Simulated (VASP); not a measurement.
A run of VASP 6.6.1 is set up as follows.

The input INCAR:

```
ALGO     = Normal         # electronic algorithm
EDIFF    = 1E-6           # SCF threshold, eV
ENCUT    = 910            # plane-wave cutoff, eV
GGA      = PE             # functional
GGA_COMPAT= False        
ISIF     = 2              # what is computed and relaxed
ISMEAR   = -1             # smearing method
LASPH    = True           # aspherical terms in the spheres
LCHARG   = False          # write CHGCAR
LREAL    = Auto         
LWAVE    = False          # write WAVECAR
NBANDS   = 66             # bands
NELM     = 120            # most SCF steps
PREC     = Accurate       # precision mode
SIGMA    = 0.05           # smearing width, eV
```

KPOINTS

```
k-points
0
Gamma
  1 1 1
```

File POSCAR:

```
H2ClF
1.0
    8.2474740000      0.0000000000      0.0000000000
    0.0000000000      8.2474740000      0.0000000000
    0.0000000000      0.0000000000      8.2474740000
Cl H F
6 12 6
Direct
   -0.2264087162      0.4295860769      0.5501442017
    0.7347825528      0.1215523686      0.8457134875
    0.3458513479      0.1900339425      0.2233289853
    0.9803122750      0.5273008439      0.1583515147
    0.1994065092      1.0908794620      0.6232211220
    0.4186857697      0.4658274764      0.8458953614
   -0.1303186891      0.5250456079      0.4673188421
    0.7621727574     -0.0285784472      0.8024760066
    0.2942112943      0.1283302015      0.3500586968
    0.9671082322      0.3751815404      0.1694821954
    0.1898035689      0.9356561779      0.6110961975
    0.4133265531      0.3294584499      0.7612148883
    0.1845898514      0.1885425768     -0.0753927809
    0.9880722267      1.0337589424      0.1124223005
    0.3299191971      0.7786869046      0.5222811251
    1.1972393002      0.7544491804      0.9257864893
    0.6770679119      0.2653175991      0.3111376889
    0.5662218517      0.6575467834      0.7000446440
    0.0985150120      0.2261298429     -0.1174420192
    1.0379177916      1.0997427819      0.1892700723
    0.2690884506      0.7558556717      0.6157521685
    1.2524319567      0.7664286059      1.0366689243
    0.7467013537      0.1928954247      0.2507798145
    0.5985590255      0.7140246820      0.5914659446
```

Potentials or basis: VASP PAW PBE potentials, release 64 (Cl, H_h, F_h).

Launch:

```sh
$ cat potpaw_PBE.64/Cl/POTCAR potpaw_PBE.64/H_h/POTCAR potpaw_PBE.64/F_h/POTCAR > POTCAR
$ mpirun -np 1 vasp_gam > vasp.out
```

Question: Estimate the pressure.

Answer: 0.8 GPa.

Question: Estimate the largest force.

Answer: 6.547 eV/Å.

Stress tensor (GPa, compression positive):
```
 1.86 -0.71 -0.10
-0.71  0.95 -0.01
-0.10 -0.01 -0.43
```

Caveat: the k points lie up to 0.76 Å⁻¹ apart; the cutoff is under 1.25 times the usual one of these potentials, so pressure, stress and relaxed cells hold a basis-set (Pulay) error; the atoms stand as in a frame of molecular dynamics.
